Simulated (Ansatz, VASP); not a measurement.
## Two plane-wave programs on TaRu5

```
CELL_PARAMETERS angstrom
2.75859 0.00000 0.00000
0.00000 2.75859 0.00000
0.00000 0.00000 11.51165
ATOMIC_POSITIONS crystal
Ta 0.50000 0.50000 0.50000
Ru 0.00000 0.00000 0.68120
Ru 0.50000 0.50000 0.83548
Ru 0.00000 0.00000 0.00000
Ru 0.50000 0.50000 0.16452
Ru 0.00000 0.00000 0.31880
```

Alike in both runs: task single point; functional PBE; k mesh 6 × 6 × 2; occupations gaussian, width 0.1 eV; collinear spin.

|  | VASP | Ansatz |
| --- | --- | --- |
| version | VASP 6.6.1 | Ansatz 0.2.0 |
| potentials or method | VASP PAW PBE potentials, release 64 (Ta_pv, Ru_pv), cutoff 500 eV | scalar-relativistic, plane waves, PAW |
| valence electrons in the cell | 81 | 93 |

```tsv
	VASP	Ansatz	Ansatz less VASP
gap on the k mesh at the Fermi level (eV)	none	none	-
pressure (GPa)	-0.1	-0.1	0.00
traceless stress, the component that is largest in VASP (GPa)	0.16	0.15	-0.005
rms of the force components (eV/Å)	0.014	0.011	-0.0027
net moment per atom (μB)	0.00	0.00	0.000
```

Atom by atom the forces differ by 0.003 eV/Å (rms over components). A gap of «none» marks a metal or a gap that the smearing closes. VASP's potentials hold 81 valence electrons a cell and Ansatz's 93, so a difference there can come from the potentials and not from the codes. Ansatz's warnings: seeded moment not kept.

The k mesh is coarse, so the values compare programs but aren't converged. Neither program's run includes spin-orbit coupling.
